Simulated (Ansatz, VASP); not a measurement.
**One calculation of AlN, two programs**

```
CELL_PARAMETERS angstrom
-3.11356 0.00000 0.00000
-1.55678 -2.69642 0.00000
0.00000 0.00000 13.16670
ATOMIC_POSITIONS crystal
Al 0.33333 0.33333 0.68468
Al 0.33333 0.33333 0.30620
Al 0.66667 0.66667 0.11695
Al 0.66667 0.66667 0.49544
N 0.33333 0.33333 0.07229
N 0.33333 0.33333 0.45077
N 0.66667 0.66667 0.26153
N 0.66667 0.66667 0.64001
```

Alike in both runs: task single point; functional PBEsol; k mesh 8 × 8 × 3; occupations gaussian, width 0.05 eV; no spin polarisation.

|  | VASP | Ansatz |
| --- | --- | --- |
| version | VASP 6.6.1 | Ansatz 0.2.0 |
| potentials or method | VASP PAW PBE potentials, release 64 (Al, N), cutoff 520 eV | scalar-relativistic, plane waves, PAW |
| valence electrons in the cell | 32 | 32 |

|  | VASP | Ansatz | Ansatz less VASP |
| --- | --- | --- | --- |
| gap on the k mesh at the Fermi level (eV) | none | none | - |
| pressure (GPa) | -1.2 | -1.2 | -0.02 |
| traceless stress, the component that is largest in VASP (GPa) | 0.89 | 0.99 | +0.102 |
| rms of the force components (eV/Å) | 0.779 | 0.781 | +0.0024 |

VASP's potentials were made for PBE, not for PBEsol, and Ansatz warns of the same on its side. Atom by atom the forces differ by 0.004 eV/Å (rms over components). A gap of «none» marks a metal or a gap that the smearing closes.
